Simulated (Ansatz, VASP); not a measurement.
SnSe in VASP and in Ansatz

File POSCAR:

```
SnSe
1.0
    0.0000000000      2.9897980490      2.9897980490
    2.9897980490      0.0000000000      2.9897980490
    2.9897980490      2.9897980490      0.0000000000
Sn Se
1 1
Direct
    0.0000000000      0.0000000000      0.0000000000
    0.5000000000      0.5000000000      0.5000000000
```

The input INCAR.step1:

```
PREC     = Accurate       # precision mode
ENCUT    = 520            # plane-wave cutoff, eV
ISMEAR   = 0              # smearing method
SIGMA    = 0.02           # smearing width, eV
LREAL    = F              # projectors in reciprocal space
LASPH    = T              # aspherical terms in the spheres
NELM     = 150            # most SCF steps
ISPIN    = 2              # spin polarisation
MAGMOM   = 0.5 0          # initial moments
NBANDS   = 21             # bands
GGA      = PE             # functional
ALGO     = Normal         # electronic algorithm
EDIFF    = 1E-4           # SCF threshold, eV
LWAVE    = T              # write WAVECAR
LCHARG   = F              # write CHGCAR
```

INCAR.step2

```
PREC     = Accurate       # precision mode
ENCUT    = 520            # plane-wave cutoff, eV
EDIFF    = 1E-6           # SCF threshold, eV
ISMEAR   = 0              # smearing method
SIGMA    = 0.02           # smearing width, eV
LREAL    = F              # projectors in reciprocal space
LASPH    = T              # aspherical terms in the spheres
NELM     = 150            # most SCF steps
ALGO     = Normal         # electronic algorithm
ISIF     = 2              # what is computed and relaxed
LWAVE    = F              # write WAVECAR
LCHARG   = T              # write CHGCAR
ISPIN    = 2              # spin polarisation
MAGMOM   = 0.5 0          # initial moments
LORBIT   = 11             # projections on sites
METAGGA  = R2SCAN         # meta-GGA
LMIXTAU  = T            
LELF     = T              # ELF
LVHAR    = T            
NBANDS   = 21             # bands
ISTART   = 1
```

Contents of KPOINTS:

```
regular mesh
0
Gamma
  8 8 8
```

File input.yaml:

```yaml
crystal:
  lattice:
    - [0.0, 2.989798049, 2.989798049]
    - [2.989798049, 0.0, 2.989798049]
    - [2.989798049, 2.989798049, 0.0]
  atoms:
    - { symbol: Sn, position: [0.0, 0.0, 0.0], spin: 0.5 }
    - { symbol: Se, position: [0.5, 0.5, 0.5] }
hamiltonian:
  xc: r2scan
  pseudopotentials: { kind: nc, accuracy: stringent }
magnetization:
  spin_polarized: true
kpoints:
  mp_grid: { grid: [8, 8, 8] }
scf:
  occupations: { method: gaussian, width: 0.02 }
output:
  forces: true
  stress: true
  eigenvalues: true
  write_density: true
  write_potential: true
  elf: true
  volumetric_format: npy
```

Alike in both runs: task single point; functional r2SCAN; k mesh 8 × 8 × 8; occupations gaussian, width 0.02 eV; collinear spin.

|  | VASP | Ansatz |
| --- | --- | --- |
| version | VASP 6.6.1 | Ansatz 0.2.0 |
| potentials or method | VASP PAW PBE potentials, release 64 (Sn_d, Se) | PseudoDojo stringent (PBE files) |
| plane-wave cutoff (eV) | 520 | 1415 |
| valence electrons in the cell | 20 | 46 |

|  | VASP | Ansatz | Ansatz less VASP |
| --- | --- | --- | --- |
| gap on the k mesh at the Fermi level (eV) | 0.55 | 0.51 | -0.041 |
| least direct gap on the mesh (eV) | 0.55 | 0.51 | -0.041 |
| pressure (GPa) | 1.0 | 0.9 | -0.07 |
| net moment per atom (μB) | 0.00 | 0.00 | 0.000 |

VASP's potentials were made for PBE, not for r2SCAN. VASP's potentials hold 20 valence electrons a cell and Ansatz's 46, so a difference there can come from the potentials and not from the codes.

Noted on Ansatz's run: the meta-GGA runs on potentials made for a GGA.
